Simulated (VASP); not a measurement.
Here is a VASP 6.6.1 calculation.

INCAR

```
SYSTEM = Te3Br
PREC = Accurate
ENCUT = 600
EDIFF = 1E-6
ISMEAR = 0
SIGMA = 0.1
LREAL = .False.
LASPH = .True.
NELM = 60
ALGO = Normal
ISIF = 3
LWAVE = .False.
LCHARG = .False.
GGA = PE
IBRION = 2
NSW = 90
EDIFFG = -0.04
```

The input KPOINTS:

```
regular mesh
0
Gamma
  4 4 4
  0 0 0
```

The input POSCAR:

```
Te3Br
1.0
    5.0057368718      0.0000000000      0.0000000000
    0.0000000000      5.0057368718      0.0000000000
    0.0000000000      0.0000000000      5.0057368718
Te Br
3 1
Direct
    0.0000000000      0.5000000000      0.5000000000
    0.5000000000      0.0000000000      0.5000000000
    0.5000000000      0.5000000000      0.0000000000
    0.0000000000      0.0000000000      0.0000000000
```

Potentials or basis: VASP PAW PBE potentials, release 64 (Te, Br).

Run with:

```sh
$ cat potpaw_PBE.64/Te/POTCAR potpaw_PBE.64/Br/POTCAR > POTCAR
$ mpirun -np 1 vasp_std > vasp.out
```

Question: What does it give for the relaxed cell?

Answer: a = 4.792 Å, b = 4.792 Å, c = 4.792 Å, α = 90.00°, β = 90.00°, γ = 90.00°.

Question: Predict the space group after relaxing (to 0.05 Å).

Answer: Pm-3m (No. 221).

Question: Estimate the relaxed volume.

Answer: 27.51 Å³/atom.

Final structure:
```cif
data_structure
_symmetry_space_group_name_H-M 'P 1'
_symmetry_Int_Tables_number 1
_cell_length_a 4.7918
_cell_length_b 4.7918
_cell_length_c 4.7918
_cell_angle_alpha 90.000
_cell_angle_beta 90.000
_cell_angle_gamma 90.000
_cell_volume 110.03
loop_
_atom_site_label
_atom_site_type_symbol
_atom_site_fract_x
_atom_site_fract_y
_atom_site_fract_z
_atom_site_occupancy
Te1 Te 0.00000 0.50000 0.50000 1
Te2 Te 0.50000 0.00000 0.50000 1
Te3 Te 0.50000 0.50000 0.00000 1
Br1 Br 0.00000 0.00000 0.00000 1
```

Caveat: an odd number of electrons without spin polarisation forces a metal; a magnetic or distorted state may lie lower.
